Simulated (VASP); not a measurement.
A run of VASP 6.6.1:

Contents of INCAR:

```
PREC = Accurate ; ENCUT = 600
EDIFF = 1E-6 ; ISMEAR = -1
SIGMA = 0.05 ; LREAL = False
LASPH = True ; NELM = 60
ALGO = Normal ; ISIF = 3
LWAVE = False ; LCHARG = False
GGA = PS ; IBRION = 2
NSW = 60 ; EDIFFG = -0.01
PSTRESS = 50.0
```

The input KPOINTS:

```
Automatic mesh
0
Gamma
  13 13 13
```

The input POSCAR:

```
C
1.0
    0.0000000000      1.7833700000      1.7833700000
    1.7833700000      0.0000000000      1.7833700000
    1.7833700000      1.7833700000      0.0000000000
C
2
Direct
    0.7500000000      0.7500000000      0.7500000000
    0.5000000000      0.5000000000      0.5000000000
```

Potentials or basis: VASP PAW PBE potentials, release 64 (C).

Run with:

```bash
$ cat potpaw_PBE.64/C/POTCAR > POTCAR
$ mpirun -np 1 vasp_std > vasp.out
```

Hardware: 1 thread of AMD EPYC 9R45 96-Core Processor (Zen 5), with other jobs on the host.

Question: How long does it take, and how much memory?

Answer: Wall time 8.2 s on 1 thread of AMD EPYC 9R45 96-Core Processor (Zen 5), with other jobs on the host, peak memory 0.09 GiB. Counts: scf iterations 23, k points 84, ion steps 3.
